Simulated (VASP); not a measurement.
Input of a VASP 6.6.1 run:

The input POSCAR:

```
Si3Ge
1.0
    3.7539572859      0.0000000000      0.0000000000
    0.0000000000      3.7539572859      0.0000000000
    0.0000000000      0.0000000000      5.2944907185
Si Ge
3 1
Direct
    0.5000000000      0.0000000000      0.7547639268
    0.5000000000      0.5000000000      0.0000000000
    0.0000000000      0.5000000000      0.2452360732
    0.0000000000      0.0000000000      0.5000000000
```

INCAR.step1

```
SYSTEM = Si3Ge
ALGO     = Normal         ! electronic algorithm
EDIFF    = 1E-5           ! SCF threshold, eV
ENCUT    = 520            ! plane-wave cutoff, eV
GGA      = PE             ! functional
ISIF     = 2              ! what is computed and relaxed
ISMEAR   = -1             ! smearing method
LASPH    = .TRUE.         ! aspherical terms in the spheres
LREAL    = .FALSE.        ! projectors in reciprocal space
LWAVE    = .TRUE.         ! write WAVECAR
NBANDS   = 21             ! bands
NELM     = 100            ! most SCF steps
PREC     = Accurate       ! precision mode
SIGMA    = 0.02           ! smearing width, eV
```

The input INCAR.step2:

```
SYSTEM = Si3Ge
ALGO     = Normal         ! electronic algorithm
EDIFF    = 1E-7           ! SCF threshold, eV
ENCUT    = 520            ! plane-wave cutoff, eV
GGA      = PE             ! functional
HFSCREEN = 0.2079         ! screening, 1/A
ISIF     = 2              ! what is computed and relaxed
ISMEAR   = -1             ! smearing method
ISTART   = 1            
LASPH    = .TRUE.         ! aspherical terms in the spheres
LCHARG   = .TRUE.         ! write CHGCAR
LELF     = .TRUE.         ! ELF
LHFCALC  = .TRUE.         ! exact exchange
LREAL    = .FALSE.        ! projectors in reciprocal space
LVHAR    = .TRUE.       
LWAVE    = .FALSE.        ! write WAVECAR
NBANDS   = 21             ! bands
NELM     = 100            ! most SCF steps
PREC     = Accurate       ! precision mode
PRECFOCK = Normal       
SIGMA    = 0.02           ! smearing width, eV
```

KPOINTS

```
k-points
0
G
  4 4 4
  0 0 0
```

Potentials or basis: VASP PAW PBE potentials, release 64 (Si, Ge_d).

The run is started by

```console
$ cat potpaw_PBE.64/Si/POTCAR potpaw_PBE.64/Ge_d/POTCAR > POTCAR
$ cp INCAR.step1 INCAR
$ mpirun -np 1 vasp_std > vasp.out
$ cp INCAR.step2 INCAR
$ mpirun -np 1 vasp_std > vasp.out
```

What does it give for the largest force?

0.064 eV/Å.

What does it give for the band gap on the k mesh?

0.73 eV (least direct gap 1.02 eV).

Predict the pressure.

12.0 GPa.

Forces on the atoms (eV/Å):
```
Si   0.000  0.000  0.064
Si   0.000  0.000  0.000
Si   0.000  0.000 -0.064
Ge   0.000  0.000  0.000
```

Caveat: the cell differs from its parent crystal (strain -3.5%); the cell stands under pressure; the PAW data sets were made with another functional, which shifts forces and pressure a little. A k mesh can miss the band edges.
